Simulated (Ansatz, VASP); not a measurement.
Two plane-wave programs on MgCd2O3

INCAR

```
ALGO = Normal
EDIFF = 1E-6
EDIFFG = -0.08
ENCUT = 600
GGA = PE
IBRION = 2
ISIF = 3
ISMEAR = 0
LASPH = True
LCHARG = False
LREAL = False
LWAVE = False
NELM = 80
NSW = 36
PREC = Accurate
SIGMA = 0.15
```

The input KPOINTS:

```
k-points
0
Gamma
  3 3 3
```

Contents of POSCAR:

```
MgCd2O3
1.0
   -2.6111120900      2.6111120900      3.2359638500
    2.6111120900     -2.6111120900      3.2359638500
    2.6111120900      2.6111120900     -3.2359638500
Mg Cd O
1 2 3
Direct
    0.0000000000      0.0000000000      0.0000000000
    0.7500000000      0.2500000000      0.5000000000
    0.2500000000      0.7500000000      0.5000000000
    0.5000000000      0.0000000000      0.5000000000
    0.0000000000      0.5000000000      0.5000000000
    0.5000000000      0.5000000000      0.0000000000
```

Input for Ansatz:

```yaml
crystal:
  lattice:
    - [-2.61111209, 2.61111209, 3.23596385]
    - [2.61111209, -2.61111209, 3.23596385]
    - [2.61111209, 2.61111209, -3.23596385]
  atoms:
    - { symbol: Mg, position: [0.0, 0.0, 0.0] }
    - { symbol: Cd, position: [0.75, 0.25, 0.5] }
    - { symbol: Cd, position: [0.25, 0.75, 0.5] }
    - { symbol: O, position: [0.5, 0.0, 0.5] }
    - { symbol: O, position: [0.0, 0.5, 0.5] }
    - { symbol: O, position: [0.5, 0.5, 0.0] }
basis:
  ecutwfc: 420
kpoints:
  mp_grid: { grid: [3, 3, 3] }
hamiltonian:
  xc: pbe
scf:
  occupations: { method: gaussian, width: 0.15 }
  lower_state_search: "off"
output:
  forces: true
  stress: true
  eigenvalues: true
relax:
  adjacent_minimum: "off"
  f_tol: 0.08
  max_steps: 16
  cell: { stress_tol: 0.8 }
```

Alike in both runs: task relaxation of cell and atoms; functional PBE; k mesh 3 × 3 × 3; occupations gaussian, width 0.15 eV; no spin polarisation.

```csv
,VASP,Ansatz
version,VASP 6.6.1,Ansatz 0.2.0
potentials or method,"VASP PAW PBE potentials, release 64 (Mg, Cd, O), cutoff 600 eV","scalar-relativistic, plane waves, PAW"
valence electrons in the cell,44,68
```

```csv
,VASP,Ansatz,Ansatz less VASP
"gap on the k mesh at the Fermi level, each at its own relaxed structure (eV)",none,none,-
relaxed volume (Å³/atom),14.23,14.36,+0.129
relaxed cell length with the largest relative difference (Å),5.380,5.456,+0.0755
```

A gap of «none» marks a metal or a gap that the smearing closes. VASP's potentials hold 44 valence electrons a cell and Ansatz's 68, so a difference there can come from the potentials and not from the codes.

The k mesh is coarse, so the values compare programs but aren't converged.
